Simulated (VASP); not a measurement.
A run of VASP 6.6.1:

Contents of INCAR:

```
SYSTEM = Y
  PREC = Accurate
  ENCUT = 520
  EDIFF = 1E-6
  ISMEAR = 0
  SIGMA = 0.15
  LREAL = .FALSE.
  LASPH = .TRUE.
  NELM = 60
  ALGO = Fast
  ISIF = 2
  LWAVE = .FALSE.
  LCHARG = .FALSE.
  GGA = PS
  NBANDS = 12
```

Contents of KPOINTS:

```
regular mesh
0
G
  16 16 16
  0 0 0
```

Contents of POSCAR:

```
Y
1.0
    0.0000000000      2.5844000000      2.3856000000
    2.5844000000      0.0000000000      2.3856000000
    2.5844000000      2.5844000000      0.0000000000
Y
1
Direct
    0.0000000000      0.0000000000      0.0000000000
```

Potentials or basis: VASP PAW PBE potentials, release 64 (Y_sv).

Command:

```console
$ cat potpaw_PBE.64/Y_sv/POTCAR > POTCAR
$ mpirun -np 1 vasp_std > vasp.out
```

Hardware: 1 thread of AMD EPYC 7R13 Processor (Zen 3) (shared host).

Question: How long does it take, and how much memory?

Answer: It took 2.4 min on 1 thread of AMD EPYC 7R13 Processor (Zen 3) (shared host), peak memory 0.26 GiB. Counts: scf iterations 15, k points 349.
